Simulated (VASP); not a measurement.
# MgSe (v.bB) (Fm-3m) in VASP: single point with PBE

Aim: the single point of MgSe (v.bB) with PBE.

Everything below comes from runs of VASP 6.6.1. Logs are shortened: lines on timing, memory, paths and dates and some standing lists are left out, and cuts for length are marked.

### 1 The cell of the first run

The structure is cubic, space group Fm-3m (No. 225). The conventional cell has a = 5.508 Å, b = 5.508 Å, c = 5.508 Å, α = 90.00°, β = 90.00°, γ = 90.00°. Within 3.6 Å of Mg (site symmetry m-3m) lie 6 Se at 2.75 Å. Se (site symmetry m-3m) has 6 Mg at 2.75 Å within 3.6 Å.

### 2 Single point, PBE

The input, INCAR:

```
PREC     = Accurate       # precision mode
ENCUT    = 600            # plane-wave cutoff, eV
EDIFF    = 1E-6           # SCF threshold, eV
ISMEAR   = 0              # smearing method
SIGMA    = 0.02           # smearing width, eV
LREAL    = False          # projectors in reciprocal space
LASPH    = True           # aspherical terms in the spheres
NELM     = 120            # most SCF steps
ALGO     = Normal         # electronic algorithm
ISIF     = 2              # what is computed and relaxed
LWAVE    = False          # write WAVECAR
LCHARG   = False          # write CHGCAR
GGA      = PE             # functional
NBANDS   = 11             # bands
GGA_COMPAT= False
```

The input, KPOINTS:

```
regular mesh
0
Gamma
  8 8 8
```

The input, POSCAR:

```
MgSe
1.0
    0.0000000000      2.7541231866      2.7541231866
    2.7541231866      0.0000000000      2.7541231866
    2.7541231866      2.7541231866      0.0000000000
Mg Se
1 1
Direct
    0.0000000000      0.0000000000      0.0000000000
    0.5000000000      0.5000000000      0.5000000000
```

Potentials or basis: VASP PAW PBE potentials, release 64 (Mg, Se).

Run with:

```
$ cat potpaw_PBE.64/Mg/POTCAR potpaw_PBE.64/Se/POTCAR > POTCAR
$ mpirun -np 1 vasp_std > vasp.out
```

OUTCAR:

```text
PREC = Accurate
   ENCUT = 600
   EDIFF = 1E-6
   ISMEAR = 0
   LREAL = False
   LASPH = True
   NELM = 120
   ISIF = 2
   GGA = PE

 ion  position               nearest neighbor table
   1  0.000  0.000  0.000-   2 2.75   2 2.75   2 2.75   2 2.75   2 2.75   2 2.75
   2  0.500  0.500  0.500-   1 2.75   1 2.75   1 2.75   1 2.75   1 2.75   1 2.75

  LATTYP: Found a face centered cubic cell.
 ALAT       =     5.5082463732

  Lattice vectors:

 A1 = (   0.0000000000,   2.7541231866,   2.7541231866)
 A2 = (   2.7541231866,   0.0000000000,   2.7541231866)
 A3 = (   2.7541231866,   2.7541231866,   0.0000000000)

Analysis of symmetry for initial positions (statically):
=====================================================================
 Subroutine PRICEL returns:
 Original cell was already a primitive cell.

 Routine SETGRP: Setting up the symmetry group for a
 face centered cubic supercell.

 Subroutine GETGRP returns: Found 48 space group operations
 (whereof 48 operations were pure point group operations)
 out of a pool of 48 trial point group operations.

The static configuration has the point symmetry O_h .

Analysis of symmetry for dynamics (positions and initial velocities):
=====================================================================
 Subroutine PRICEL returns:
 Original cell was already a primitive cell.

 Routine SETGRP: Setting up the symmetry group for a
 face centered cubic supercell.

 Subroutine GETGRP returns: Found 48 space group operations
 (whereof 48 operations were pure point group operations)
 out of a pool of 48 trial point group operations.

The dynamic configuration has the point symmetry O_h .

 Subroutine INISYM returns: Found 48 space group operations
 (whereof 48 operations are pure point group operations),
 and found     1 'primitive' translations

----------------------------------------------------------------------------------------

                                     Primitive cell

  volume of cell :      41.7811

  direct lattice vectors                    reciprocal lattice vectors
     0.000000000  2.754123187  2.754123187    -0.181545983  0.181545983  0.181545983
     2.754123187  0.000000000  2.754123187     0.181545983 -0.181545983  0.181545983
     2.754123187  2.754123187  0.000000000     0.181545983  0.181545983 -0.181545983

  length of vectors
     3.894918363  3.894918363  3.894918363     0.314446866  0.314446866  0.314446866

  position of ions in fractional coordinates (direct lattice)
     0.000000000  0.000000000  0.000000000
     0.500000000  0.500000000  0.500000000

  ion indices of the primitive-cell ions
   primitive index   ion index
                 1           1
                 2           2

----------------------------------------------------------------------------------------

 KPOINTS: regular mesh

Automatic generation of k-mesh.
 Grid dimensions read from file:
 generate k-points for:    8    8    8

 Generating k-lattice:

  Cartesian coordinates                     Fractional coordinates (reciprocal lattice)
    -0.022693248  0.022693248  0.022693248     0.125000000  0.000000000  0.000000000
     0.022693248 -0.022693248  0.022693248     0.000000000  0.125000000  0.000000000
     0.022693248  0.022693248 -0.022693248     0.000000000  0.000000000  0.125000000

  Length of vectors
     0.039305858  0.039305858  0.039305858

  Shift w.r.t. Gamma in fractional coordinates (k-lattice)
     0.000000000  0.000000000  0.000000000

 Subroutine IBZKPT returns following result:
 ===========================================

 Found     29 irreducible k-points:

 Following reciprocal coordinates:
            Coordinates               Weight
  0.000000  0.000000  0.000000      1.000000
  0.125000  0.000000  0.000000      8.000000
  0.250000  0.000000  0.000000      8.000000
  0.375000  0.000000  0.000000      8.000000
  0.500000  0.000000  0.000000      4.000000
  0.125000  0.125000  0.000000      6.000000
[... 16 lines left out ...]
  0.500000  0.250000  0.125000     48.000000
 -0.375000  0.250000  0.125000     24.000000
 [... further k-points ...]
   k-points           NKPTS =     29   k-points in BZ     NKDIM =     29   number of bands    NBANDS=     11
   number of dos      NEDOS =    301   number of ions     NIONS =      2
   total plane-waves  NPLWV =  32768
   dimension x,y,z NGX =    32 NGY =   32 NGZ =   32
   dimension x,y,z NGXF=    64 NGYF=   64 NGZF=   64
   ions per type =               1   1
   NGX,Y,Z   is equivalent  to a cutoff of  13.66, 13.66, 13.66 a.u.
   NGXF,Y,Z  is equivalent  to a cutoff of  27.32, 27.32, 27.32 a.u.
 SYSTEM =  unknown system
   PREC   = accura    normal or accurate (medium, high low for compatibility)
   ISTART =      0    job   : 0-new  1-cont  2-samecut
   ICHARG =      2    charge: 1-file 2-atom 10-const
   ISPIN  =      1    spin polarized calculation?
   LNONCOLLINEAR =      F non collinear calculations
   LSORBIT =      F    spin-orbit coupling
   LASPH  =      T    aspherical Exc in radial PAW
   ENCUT  =  600.0 eV  44.10 Ry    6.64 a.u.   7.78  7.78  7.78*2*pi/ulx,y,z
   NELM   =    120;   NELMIN=  2; NELMDL= -5     # of ELM steps
   EDIFF  = 0.1E-05   stopping-criterion for ELM
   LREAL  =      F    real-space projection
   EDIFFG = 0.1E-04   stopping-criterion for IOM
   NSW    =      0    number of steps for IOM
   IBRION =     -1    ionic relax: 0-MD 1-quasi-New 2-CG
   NFREE  =      0    steps in history (QN), initial steepest desc. (CG)
   ISIF   =      2    stress and relaxation
   ISYM   =      2    0-nonsym 1-usesym 2-fastsym
   POTIM  = 0.5000    time-step for ionic-motion
   TEBEG  =    0.0;   TEEND  =   0.0 temperature during run
   PSTRESS=    0.0 pullay stress
   NELECT =       8.0000    total number of electrons
   NUPDOWN=      -1.0000    fix difference up-down
   EMIN   =  10.00;   EMAX   =-10.00  energy-range for DOS
   EFERMI =   0.00;   METHOD = LEGACY
   ISMEAR =     0;   SIGMA  =   0.02  broadening in eV -4-tet -1-fermi 0-gaus
   EFERMI_NEDOS =   21; number of points for ismear=-14 and -15
   IALGO  =     38    algorithm
   IMIX   =      4    mixing-type and parameters
     AMIX     =   0.40;   BMIX     =  1.00
     AMIX_MAG =   1.60;   BMIX_MAG =  1.00
  volume/ion in A,a.u.               =      20.89       140.98
  Fermi-wavevector in a.u.,A,eV,Ry     =   0.943579  1.783105 12.113822  0.890341
  Thomas-Fermi vector in A             =   2.071300
   LORBIT       =      0    0 simple, 1 ext, 2 COOP (PROOUT), +10 PAW based schemes
   GGA     = PE    functional components
   LHFCALC =     F    Hartree Fock is set to
   AEXX    =    0.0000 exact exchange contribution
   IVDW    =     0    specifies the selected vdW correction
   LEPSILON=     F    determine dielectric tensor
   LRPA    =     F    only Hartree local field effects (RPA)
 non-spin polarized calculation
 Gauss-broadening in eV      SIGMA  =   0.02
  energy-cutoff  :      600.00
  volume of cell :       41.78
 maximum number of plane-waves:      1411
   NGX = 15   NGY = 15   NGZ = 15

 number of electron       8.0000001 magnetization

 Free energy of the ion-electron system (eV)
  ---------------------------------------------------
  ext. energy  EPLUGINS =         0.00000000
  ---------------------------------------------------
  free energy    TOTEN  =        -7.49047352 eV

  energy without entropy =       -7.49047352  energy(sigma->0) =       -7.49047352

 E-fermi :   3.0501     XC(G=0):  -9.3635

 val. band max:        2.9674495160   @ k =   0.0000   0.0000   0.0000
 cond. band min:       4.7162626998   @ k =   0.5000   0.5000   0.0000
 fundamental gap:      1.7488131838
 Fermi energy:         3.0500714178

 k-point     1 :       0.0000    0.0000    0.0000
  band No.  band energies     occupation
      1      -9.8065      2.00000
      2       2.9674      2.00000
      3       2.9674      2.00000
      4       2.9674      2.00000
      5       5.3578      0.00000
      6      10.3890      0.00000
      7      10.3890      0.00000
      8      10.3890      0.00000
      9      12.8800      0.00000
     10      12.8800      0.00000
     11      13.9073      0.00000

 k-point     2 :       0.1250    0.0000    0.0000
  band No.  band energies     occupation
      1      -9.6809      2.00000
      2       1.7689      2.00000
      3       2.8731      2.00000
      4       2.8731      2.00000
      5       6.3351      0.00000
      6      10.0539      0.00000
      7      10.5953      0.00000
      8      10.5953      0.00000
      9      11.8576      0.00000
     10      11.8576      0.00000
     11      13.5567      0.00000

 k-point     3 :       0.2500    0.0000    0.0000
  band No.  band energies     occupation
      1      -9.3458      2.00000
      2       0.0341      2.00000
      3       2.6681      2.00000
      4       2.6681      2.00000
      5       6.9823      0.00000
      6       9.9921      0.00000
      7       9.9921      0.00000
      8      10.5714      0.00000
      9      12.4879      0.00000
     10      12.4879      0.00000
     11      12.8233      0.00000

 k-point     4 :       0.3750    0.0000    0.0000
  band No.  band energies     occupation
      1      -8.9487      2.00000
      2      -1.3001      2.00000
      3       2.4885      2.00000
      4       2.4885      2.00000
      5       6.8557      0.00000
      6       9.2786      0.00000
      7       9.2786      0.00000
      8      11.3943      0.00000
      9      13.1494      0.00000
     10      14.3768      0.00000
     11      14.3768      0.00000
[... 239 lines left out ...]
 k-point    22 :       0.3750    0.2500    0.1250
  band No.  band energies     occupation
      1      -9.0862      2.00000
      2      -0.2111      2.00000
      3       1.5000      2.00000
      4       2.3029      2.00000
      5       7.7090      0.00000
      6       9.0172      0.00000
      7       9.1553      0.00000
      8      11.2465      0.00000
      9      12.4110      0.00000
     10      15.2807      0.00000
     11      15.6966      0.00000

 k-point    23 :       0.5000    0.2500    0.1250
  band No.  band energies     occupation
      1      -8.7545      2.00000
      2      -0.9674      2.00000
      3       0.9749      2.00000
      4       1.9806      2.00000
      5       7.6450      0.00000
      6       8.6092      0.00000
      7      10.1428      0.00000
      8      11.1362      0.00000
      9      13.6828      0.00000
     10      15.5085      0.00000
     11      16.2370      0.00000

 k-point    24 :      -0.3750    0.2500    0.1250
  band No.  band energies     occupation
      1      -8.6003      2.00000
      2      -1.3084      2.00000
      3       0.8367      2.00000
      4       1.8106      2.00000
      5       7.6317      0.00000
      6       8.3255      0.00000
      7      10.6184      0.00000
      8      11.8887      0.00000
      9      13.9142      0.00000
     10      14.4968      0.00000
     11      16.9140      0.00000

 [... further k-points ...]
[... 5 lines left out ...]
  --------------------------------------------------------------------------------------
  -------------------------------------------------------------------------------------
  Total       -0.0320258     -0.0320258     -0.0320258      0.0000000      0.0000000     -0.0000000
  in kB       -1.2280912     -1.2280912     -1.2280912      0.0000000      0.0000000     -0.0000000
  external PRESSURE =      -1.2280912 kB  Pullay stress =       0.0000000 kB

 VOLUME and BASIS-vectors are now :
 -----------------------------------------------------------------------------
  energy-cutoff  :      600.00
  volume of cell :       41.78
      direct lattice vectors                 reciprocal lattice vectors
     0.000000000  2.754123187  2.754123187    -0.181545983  0.181545983  0.181545983
     2.754123187  0.000000000  2.754123187     0.181545983 -0.181545983  0.181545983
     2.754123187  2.754123187  0.000000000     0.181545983  0.181545983 -0.181545983

 POSITION                                       TOTAL-FORCE (eV/Angst)
 -----------------------------------------------------------------------------------
      0.00000      0.00000      0.00000         0.000000      0.000000      0.000000
      2.75412      2.75412      2.75412        -0.000000     -0.000000     -0.000000
 -----------------------------------------------------------------------------------
    total drift:                               -0.000000     -0.000000      0.000000

  FREE ENERGIE OF THE ION-ELECTRON SYSTEM (eV)
  ---------------------------------------------------
  free  energy   TOTEN  =        -7.4904735170 eV

  energy  without entropy=       -7.4904735170  energy(sigma->0) =       -7.49047352
```

Run time: 33 s. Hardware: 1 thread of Intel Xeon 8259CL, shared host; peak memory 0.18 GiB.

Results:

| Item | Value |
| --- | --- |
| Free energy | -7.4905 eV |
| Pressure | -0.1 GPa |
| Band gap on the k mesh | 1.75 eV, indirect (least direct gap 2.39 eV) |

Levels at points of the mesh, in eV from the valence-band top:
| k point | band 2 | band 3 | band 4 | band 5 | band 6 | band 7 |
| --- | --- | --- | --- | --- | --- | --- |
| (0.00, 0.00, 0.00) | 0.00 | 0.00 | 0.00 | 2.39 | 7.42 | 7.42 |
| (0.50, 0.00, 0.00) | -4.78 | -0.55 | -0.55 | 3.79 | 6.06 | 6.06 |
| (0.50, 0.50, 0.00) | -4.10 | -1.71 | -1.71 | 1.75 | 4.05 | 11.45 |

A k mesh can miss the band edges. PBE gaps usually lie below the measured ones, often by a third to a half.
